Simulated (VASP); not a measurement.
Input of a VASP 6.6.1 run:

File POSCAR:

```
Hf
1.0
   -1.7147500000      1.7147500000      1.8501250000
    1.7147500000     -1.7147500000      1.8501250000
    1.7147500000      1.7147500000     -1.8501250000
Hf
1
Direct
    0.0000000000      0.0000000000      0.0000000000
```

INCAR.step1

```
SYSTEM = Hf
ALGO = Normal
EDIFF = 1E-4
ENCUT = 520
GGA = PE
ISMEAR = 0
LASPH = .True.
LCHARG = .False.
LREAL = .False.
LWAVE = .True.
NBANDS = 11
NELM = 100
PREC = Accurate
SIGMA = 0.15
```

File INCAR.step2:

```
SYSTEM = Hf
ALGO = Normal
EDIFF = 1E-6
ENCUT = 520
ISIF = 2
ISMEAR = 0
ISTART = 1
LASPH = .True.
LCHARG = .False.
LMIXTAU = .True.
LREAL = .False.
LWAVE = .False.
METAGGA = R2SCAN
NBANDS = 11
NELM = 100
PREC = Accurate
SIGMA = 0.15
```

KPOINTS

```
k-points
0
Gamma
  18 18 18
  0 0 0
```

Potentials or basis: VASP PAW PBE potentials, release 64 (Hf_pv).

The run is started by

```sh
$ cat potpaw_PBE.64/Hf_pv/POTCAR > POTCAR
$ cp INCAR.step1 INCAR
$ mpirun -np 1 vasp_std > vasp.out
$ cp INCAR.step2 INCAR
$ mpirun -np 1 vasp_std > vasp.out
```

Task: Predict the pressure.

Result: 1.9 GPa.

Task: Estimate the band gap on the k mesh.

Result: Zero (bands 5 and 6 overlap by 2.34 eV).

Stress tensor (GPa, compression positive):
```
0.63 0.00 0.00
0.00 0.63 0.00
0.00 0.00 4.56
```

Caveat: the cell differs from its parent crystal (strain -0.050 along x and y, +0.025 along z); the PAW data sets were made with another functional, which shifts forces and pressure a little; spin-orbit coupling is left out, which moves the levels of the heavy elements.
